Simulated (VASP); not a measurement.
A run of VASP 6.6.1:

INCAR

```
SYSTEM = SnO
  PREC = Accurate
  ENCUT = 520
  EDIFF = 1E-8
  ISMEAR = -1
  SIGMA = 0.01
  LREAL = .FALSE.
  LASPH = .TRUE.
  NELM = 100
  ALGO = Normal
  ISIF = 2
  LWAVE = .FALSE.
  LCHARG = .FALSE.
  GGA = PE
  LEFG = .TRUE.
  NBANDS = 28
```

The input KPOINTS:

```
Automatic mesh
0
G
  8 8 6
  0 0 0
```

POSCAR

```
SnO
1.0
    3.8520320533      0.0000000000      0.0000000000
    0.0000000000      3.8520320533      0.0000000000
    0.0000000000      0.0000000000      4.8996388769
Sn O
2 2
Direct
    0.0000000000      0.5000000000      0.2385000000
    0.5000000000      0.0000000000      0.7615000000
    0.0000000000      0.0000000000      0.0000000000
    0.5000000000      0.5000000000      0.0000000000
```

Potentials or basis: VASP PAW PBE potentials, release 64 (Sn_d, O).

Run with:

```bash
$ cat potpaw_PBE.64/Sn_d/POTCAR potpaw_PBE.64/O/POTCAR > POTCAR
$ mpirun -np 1 vasp_std > vasp.out
```

Hardware: 1 thread of AMD EPYC 7R43 64-Core Processor (Zen 3), with other jobs on the host.

Problem. How long does it take, and how much memory?

Solution. It took 95 s on 1 thread of AMD EPYC 7R43 64-Core Processor (Zen 3) (shared host), peak memory 0.21 GiB. Counts: scf iterations 18, k points 60.
